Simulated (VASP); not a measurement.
Here is a VASP 6.6.1 calculation.

Contents of INCAR:

```
SYSTEM = SnGeO2
  PREC = Accurate
  ENCUT = 600
  EDIFF = 1E-6
  ISMEAR = 0
  SIGMA = 0.02
  LREAL = .False.
  LASPH = .True.
  NELM = 80
  ALGO = Normal
  ISIF = 3
  LWAVE = .False.
  LCHARG = .False.
  GGA = PE
  IBRION = 2
  NSW = 100
  EDIFFG = -0.01
```

Contents of KPOINTS:

```
Automatic mesh
0
Gamma
  8 8 6
  0 0 0
```

File POSCAR:

```
SnGeO2
1.0
    3.7467622464      0.0000000000      0.0000000000
    0.0000000000      3.7467622464      0.0000000000
    0.0000000000      0.0000000000      4.7849096215
Sn Ge O
1 1 2
Direct
    0.5000000000      0.5000000000      0.2417125767
    0.0000000000      0.0000000000      0.7818824707
    0.0000000000      0.5000000000      0.9882024763
    0.5000000000      0.0000000000      0.9882024763
```

Potentials or basis: VASP PAW PBE potentials, release 64 (Sn_d, Ge_d, O).

Launch:

```bash
$ cat potpaw_PBE.64/Sn_d/POTCAR potpaw_PBE.64/Ge_d/POTCAR potpaw_PBE.64/O/POTCAR > POTCAR
$ mpirun -np 1 vasp_std > vasp.out
```

What does it give for the band gap on the k mesh?

0.96 eV (least direct gap 2.17 eV).

Predict the space group after relaxing (to 0.1 Å).

P4mm (No. 99).

The path:
```tsv
step	energy change (eV)	largest force (eV/Å)	pressure (GPa)	volume (Å³)
1	0.0000	0.0690	0.24	67.17
2	-0.0001	0.0440	-0.22	67.42
3	-0.0002	0.0098	-0.07	67.31
```

Caveat: spin-orbit coupling is left out, which moves the levels of the heavy elements. A k mesh can miss the band edges.
